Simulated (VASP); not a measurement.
**NaCaYC6N6: single point with PBE**

NaCaYC6N6:

```
CELL_PARAMETERS angstrom
0.00000 5.48600 5.48600
5.48600 0.00000 5.48600
5.48600 5.48600 0.00000
ATOMIC_POSITIONS crystal
Na 0.75000 0.75000 0.75000
Ca 0.50000 0.50000 0.50000
Y 0.00000 0.00000 0.00000
C 0.80806 0.19194 0.19194
C 0.19194 0.19194 0.80806
C 0.80806 0.19194 0.80806
C 0.19194 0.80806 0.80806
C 0.80806 0.80806 0.19194
C 0.19194 0.80806 0.19194
N 0.70142 0.29858 0.29858
N 0.29858 0.29858 0.70142
N 0.70142 0.29858 0.70142
N 0.29858 0.70142 0.70142
N 0.70142 0.70142 0.29858
N 0.29858 0.70142 0.29858
```

| Item | Value |
| --- | --- |
| Program | VASP 6.6.1 |
| Task | single point |
| Functional | PBE |
| Potentials or basis | VASP PAW PBE potentials, release 64 (Na_pv, Ca_sv, Y_sv, C, N) |
| Cutoff | 520 eV |
| k mesh | 4 × 4 × 4 |
| Occupations | gaussian, width 0.1 eV |
| Spin | no spin polarisation |
| Dipole correction | no |
| Further INCAR settings | LREAL = Auto; ALGO = Normal; EDIFF = 1e-06; NBANDS = 54 |

```json
{
 "Pressure": "17.1 GPa",
 "Largest force": "5.202 eV/Å",
 "Band gap on the k mesh": "2.97 eV (least direct gap 2.99 eV)"
}
```

Forces in eV/Å, atoms in the order of the input:
```
Na   0.000  0.000  0.000
Ca   0.000  0.000  0.000
Y    0.000  0.000  0.000
C    5.202  0.000  0.000
C    0.000  0.000  5.202
C    0.000 -5.202  0.000
C   -5.202  0.000  0.000
C    0.000  0.000 -5.202
C    0.000  5.202  0.000
N   -1.211  0.000  0.000
N    0.000  0.000 -1.211
N    0.000  1.211  0.000
N    1.211  0.000  0.000
N    0.000  0.000  1.211
N    0.000 -1.211  0.000
```

Levels at points of the mesh, in eV from the valence-band top:
```csv
k point,band 39,band 40,band 41,band 42,band 43,band 44
"(0.00, 0.00, 0.00)",-0.21,-0.21,-0.21,2.97,2.97,2.97
"(0.50, 0.00, 0.00)",-0.44,-0.25,-0.25,3.44,3.56,3.56
"(0.50, 0.50, 0.00)",-0.09,-0.09,0.00,2.99,3.81,3.81
```

Wall time 7.7 min on 1 thread of Intel(R) Xeon(R) 6975P-C (Granite Rapids), on a shared host, peak memory 0.54 GiB.

Caveat: the cell stands under pressure; forces of over 1 eV/Å act on the atoms, so gaps and moduli don't describe the material at rest. A k mesh can miss the band edges.
